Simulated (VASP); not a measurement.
**TiTe2 (fluorite type): single point with PBE**

The system is TiTe2 (fluorite type).

```xyz
3
Lattice="0.0000 3.4421 3.4421 3.4421 0.0000 3.4421 3.4421 3.4421 0.0000" Properties=species:S:1:pos:R:3 pbc="T T T"
Ti    0.0000    0.0000    0.0000
Te    1.7210    1.7210    1.7210
Te    5.1631    5.1631    5.1631
```

* Program: VASP 6.6.1
* Task: single point
* Functional: PBE
* Potentials or basis: VASP PAW PBE potentials, release 64 (Ti_sv, Te)
* Cutoff: 520 eV
* k mesh: 10 × 10 × 10
* Occupations: fermi-dirac, width 0.03 eV
* Spin: no spin polarisation
* Dipole correction: no
* Further INCAR settings: ALGO = Normal; EDIFF = 1e-06; NBANDS = 19

The pressure is 0.0 GPa. The band gap on the k mesh is zero (band 12 reaches 7.48 eV, above the bottom of band 13 at 7.19 eV).

Levels at points of the mesh, in eV from the Fermi level:
```tsv
k point	band 9	band 10	band 11	band 12	band 13	band 14	band 15	band 16
(0.00, 0.00, 0.00)	-4.24	-0.25	-0.25	-0.25	-0.15	-0.15	2.10	2.10
(0.50, 0.00, 0.00)	-3.21	-2.66	-2.66	-2.45	0.03	0.03	0.88	2.13
(0.50, 0.50, 0.00)	-4.58	-1.16	-1.16	-0.44	0.25	0.89	1.77	2.68
```

Run time: 29 s on 1 thread of Intel(R) Xeon(R) 6975P-C (Granite Rapids), with other jobs on the host, peak memory 0.25 GiB.

Caveat: spin-orbit coupling is left out, which moves the levels of the heavy elements.
